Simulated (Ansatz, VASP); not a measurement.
Ni in VASP and in Ansatz

```
Ni
1.0
     0.00000    1.68503    4.01254
     1.68578    0.00000    4.01254
     1.68578    1.68503    0.00000
Ni
2
Direct
  0.14145 0.14145 0.85855
  0.85855 0.85855 0.14145
```

Alike in both runs: functional PBEsol; k mesh 8 × 8 × 8; occupations gaussian, width 0.1 eV; collinear spin.

Ansatz relaxed the structure, and its values are those at the end. VASP's run is a single point on that final structure, the one shown.

```csv
,VASP,Ansatz
version,VASP 6.6.1,Ansatz 0.2.0
potentials or method,"VASP PAW PBE potentials, release 64 (Ni), cutoff 520 eV","scalar-relativistic, plane waves, PAW"
valence electrons in the cell,20,36
```

```tsv
	VASP	Ansatz	Ansatz less VASP
gap on the k mesh at the Fermi level (eV)	none	none	-
pressure (GPa)	-0.2	-0.1	+0.11
net moment per atom (μB)	0.66	0.68	+0.017
size of the moment on the site where the two differ most (μB)	0.67	0.71	+0.043
```

VASP's potentials were made for PBE, not for PBEsol. Site moments also hang on the region over which each program counts them. A gap of «none» marks a metal or a gap that the smearing closes. VASP's potentials hold 20 valence electrons a cell and Ansatz's 36, so a difference there can come from the potentials and not from the codes.
